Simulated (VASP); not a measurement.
# TiCo3 (P4/mmm) in VASP: single point with PBEsol

Aim: the single point of TiCo3 with PBEsol.

Program: VASP 6.6.1. These are calculated values, not measurements. Logs are shortened: lines on timing, memory, paths and dates and some standing lists are left out, and cuts for length are marked.

### Step 1. The cell of the first run

Symmetry: P4/mmm, No. 123, tetragonal system. Conventional cell: a = 3.352 Å, b = 3.352 Å, c = 3.528 Å, α = 90.00°, β = 90.00°, γ = 90.00°. Ti (site symmetry 4/mmm) has 12 Co at 2.37 to 2.43 Å within 3.1 Å. Within 3.1 Å of Co (site symmetry mmm) lie 8 Co at 2.37 to 2.43 Å and 4 Ti at 2.43 Å. Within 3.1 Å of Co (site symmetry 4/mmm) lie 4 Ti at 2.37 Å and 8 Co at 2.43 Å.

### Step 2. Single point, PBEsol, collinear spin, ferromagnetic start (strain -0.050 along x and y, +0.000 along z)

INCAR

```
PREC = Accurate
ENCUT = 520
EDIFF = 1E-6
ISMEAR = 0
SIGMA = 0.15
LREAL = F
LASPH = T
NELM = 150
ALGO = Normal
ISIF = 2
LWAVE = F
LCHARG = F
ISPIN = 2
MAGMOM = 0 0.3 0.3 0.3
LORBIT = 11
LMAXMIX = 4
GGA = PS
NBANDS = 32
```

KPOINTS

```
Automatic mesh
0
Gamma
  14 14 14
```

POSCAR

```
TiCo3
1.0
    3.3518379425      0.0000000000      0.0000000000
    0.0000000000      3.3518379425      0.0000000000
    0.0000000000      0.0000000000      3.5282504658
Ti Co
1 3
Direct
    0.0000000000      0.0000000000      0.0000000000
    0.0000000000      0.5000000000      0.5000000000
    0.5000000000      0.0000000000      0.5000000000
    0.5000000000      0.5000000000      0.0000000000
```

Potentials or basis: VASP PAW PBE potentials, release 64 (Ti_sv, Co).

The run is started by

```console
cat potpaw_PBE.64/Ti_sv/POTCAR potpaw_PBE.64/Co/POTCAR > POTCAR
mpirun -np 1 vasp_std > vasp.out
```

OUTCAR:

```text
PREC = Accurate
   ENCUT = 520
   EDIFF = 1E-6
   ISMEAR = 0
   LREAL = F
   LASPH = T
   NELM = 150
   ISIF = 2
   ISPIN = 2
   LORBIT = 11
   GGA = PS

 ion  position               nearest neighbor table
   1  0.000  0.000  0.000-   4 2.37   4 2.37   4 2.37   4 2.37   3 2.43   2 2.43   3 2.43   2 2.43
                             3 2.43   2 2.43   3 2.43   2 2.43
   2  0.000  0.500  0.500-   3 2.37   3 2.37   3 2.37   3 2.37   4 2.43   1 2.43   1 2.43   1 2.43
                             4 2.43   4 2.43   4 2.43   1 2.43
   3  0.500  0.000  0.500-   2 2.37   2 2.37   2 2.37   2 2.37   4 2.43   1 2.43   4 2.43   4 2.43
                             1 2.43   4 2.43   1 2.43   1 2.43
   4  0.500  0.500  0.000-   1 2.37   1 2.37   1 2.37   1 2.37   3 2.43   2 2.43   3 2.43   3 2.43
                             3 2.43   2 2.43   2 2.43   2 2.43

  LATTYP: Found a simple tetragonal cell.
 ALAT       =     3.3518379425
 C/A-ratio  =     1.0526315790

  Lattice vectors:

 A1 = (   3.3518379425,   0.0000000000,   0.0000000000)
 A2 = (   0.0000000000,   3.3518379425,   0.0000000000)
 A3 = (   0.0000000000,   0.0000000000,   3.5282504658)

Analysis of symmetry for initial positions (statically):
=====================================================================
 Subroutine PRICEL returns:
 Original cell was already a primitive cell.

 Routine SETGRP: Setting up the symmetry group for a
 simple tetragonal supercell.

 Subroutine GETGRP returns: Found 16 space group operations
 (whereof 16 operations were pure point group operations)
 out of a pool of 16 trial point group operations.

The static configuration has the point symmetry D_4h.

Analysis of symmetry for dynamics (positions and initial velocities):
=====================================================================
 Subroutine PRICEL returns:
 Original cell was already a primitive cell.

 Routine SETGRP: Setting up the symmetry group for a
 simple tetragonal supercell.

 Subroutine GETGRP returns: Found 16 space group operations
 (whereof 16 operations were pure point group operations)
 out of a pool of 16 trial point group operations.

The dynamic configuration has the point symmetry D_4h.

Analysis of structural, dynamic, and magnetic symmetry:
=====================================================================
 Subroutine PRICEL returns:
 Original cell was already a primitive cell.

 Routine SETGRP: Setting up the symmetry group for a
 simple tetragonal supercell.

 Subroutine GETGRP returns: Found 16 space group operations
 (whereof 16 operations were pure point group operations)
[... 136 lines left out ...]
   LRPA    =     F    only Hartree local field effects (RPA)
 spin polarized calculation
 Gauss-broadening in eV      SIGMA  =   0.15
  energy-cutoff  :      520.00
  volume of cell :       39.64
 maximum number of plane-waves:      1088
 NGX is ok and might be reduce to    28
   NGX = 13   NGY = 13   NGZ = 13

 number of electron      39.0000000 magnetization       0.0015474

 Free energy of the ion-electron system (eV)
  ---------------------------------------------------
  ext. energy  EPLUGINS =         0.00000000
  ---------------------------------------------------
  free energy    TOTEN  =       -32.35654794 eV

  energy without entropy =      -32.30525979  energy(sigma->0) =      -32.33090386

 E-fermi :  12.2472     XC(G=0): -14.2798

 val. band max:       12.2463316107   @ k =   0.3571   0.3571   0.4286
 cond. band min:      12.2481173063   @ k =   0.4286   0.1429   0.4286
 fundamental gap:      0.0017856956
 Fermi energy:        12.2472293721

 spin component 1

 k-point     1 :       0.0000    0.0000    0.0000
  band No.  band energies     occupation
      1     -43.6452      1.00000
      2     -20.0495      1.00000
      3     -20.0364      1.00000
      4     -20.0364      1.00000
      5       3.5540      1.00000
      6       7.0512      1.00000
[... 805 lines left out ...]
     30      24.5977      0.00000
     31      25.5224      0.00000

 [... further k-points ...]

 spin component 2

 k-point     1 :       0.0000    0.0000    0.0000
  band No.  band energies     occupation
      1     -43.6454      1.00000
      2     -20.0497      1.00000
      3     -20.0365      1.00000
      4     -20.0365      1.00000
      5       3.5540      1.00000
      6       7.0514      1.00000
[... 805 lines left out ...]
     30      24.5979      0.00000
     31      25.5225      0.00000

 [... further k-points ...]

 [bands above 31 left out]

------------------------ aborting loop because EDIFF is reached ----------------------------------------

  FORCE on cell =-STRESS in cart. coord.  units (eV):
  Direction    XX          YY          ZZ          XY          YZ          ZX
  --------------------------------------------------------------------------------------
  -------------------------------------------------------------------------------------
  Total        8.1642255      8.1642255      5.6522057      0.0000000      0.0000000      0.0000000
  in kB      329.9895148    329.9895148    228.4562822      0.0000000      0.0000000      0.0000000
  external PRESSURE =     296.1451039 kB  Pullay stress =       0.0000000 kB

 VOLUME and BASIS-vectors are now :
 -----------------------------------------------------------------------------
  energy-cutoff  :      520.00
  volume of cell :       39.64
      direct lattice vectors                 reciprocal lattice vectors
     3.351837943  0.000000000  0.000000000     0.298343779  0.000000000  0.000000000
     0.000000000  3.351837943  0.000000000     0.000000000  0.298343779  0.000000000
     0.000000000  0.000000000  3.528250466     0.000000000  0.000000000  0.283426591

 POSITION                                       TOTAL-FORCE (eV/Angst)
 -----------------------------------------------------------------------------------
      0.00000      0.00000      0.00000         0.000000      0.000000      0.000000
      0.00000      1.67592      1.76413         0.000000      0.000000      0.000000
      1.67592      0.00000      1.76413         0.000000      0.000000      0.000000
      1.67592      1.67592      0.00000         0.000000      0.000000      0.000000
 -----------------------------------------------------------------------------------
    total drift:                                0.000000      0.000000      0.000000

  FREE ENERGIE OF THE ION-ELECTRON SYSTEM (eV)
  ---------------------------------------------------
  free  energy   TOTEN  =       -32.3565479383 eV

  energy  without entropy=      -32.3052597883  energy(sigma->0) =      -32.33090386

 total charge

# of ion       s       p       d       tot
------------------------------------------
    1        2.311   6.259   2.139  10.710
    2        0.578   0.644   7.435   8.656
    3        0.578   0.644   7.435   8.656
    4        0.581   0.636   7.460   8.677
--------------------------------------------------
tot          4.048   8.183  24.469  36.700

 magnetization (x)

# of ion       s       p       d       tot
------------------------------------------
    1       -0.000  -0.000  -0.000  -0.000
    2       -0.000   0.000   0.001   0.001
    3       -0.000   0.000   0.001   0.001
    4       -0.000  -0.000   0.000   0.000
--------------------------------------------------
tot         -0.000  -0.000   0.002   0.002
```

OSZICAR:

```text
N       E                     dE             d eps       ncg     rms          rms(c)
DAV:   1     0.325044877084E+03    0.32504E+03   -0.16852E+04 37280   0.166E+03
DAV:   2    -0.106663210469E+02   -0.33571E+03   -0.31722E+03 37064   0.379E+02
DAV:   3    -0.364470811209E+02   -0.25781E+02   -0.24863E+02 44856   0.123E+02
[... 15 lines left out ...]
DAV:  19    -0.323565373457E+02   -0.29668E-05   -0.66513E-06 24432   0.230E-02    0.112E-02
DAV:  20    -0.323565409929E+02   -0.36472E-05   -0.15835E-05 45600   0.341E-02    0.955E-03
DAV:  21    -0.323565452606E+02   -0.42677E-05   -0.50192E-05 49424   0.658E-02    0.551E-03
DAV:  22    -0.323565473204E+02   -0.20598E-05   -0.46312E-05 51672   0.604E-02    0.258E-03
DAV:  23    -0.323565479383E+02   -0.61793E-06   -0.82512E-06 35096   0.224E-02
   1 F= -.32356548E+02 E0= -.32330904E+02  d E =-.512882E-01  mag=     0.0013
```

Run time: 16 min. Hardware: 1 thread of Intel Xeon 6975P-C, shared host; peak memory 0.59 GiB.

What came out:

| Item | Value |
| --- | --- |
| Free energy | -32.3565 eV |
| Pressure | 29.6 GPa |
| Net moment | 0.00 μB per cell |
| Valence electrons inside the program's atomic spheres | Ti 10.71; Co 8.66, 8.68 |

Stress tensor (GPa, compression positive):
```
33.00  0.00  0.00
 0.00 33.00  0.00
 0.00  0.00 22.85
```

Caveat: the cell differs from its parent crystal (strain -0.050 along x and y, +0.000 along z); the PAW data sets were made with another functional, which shifts forces and pressure a little.
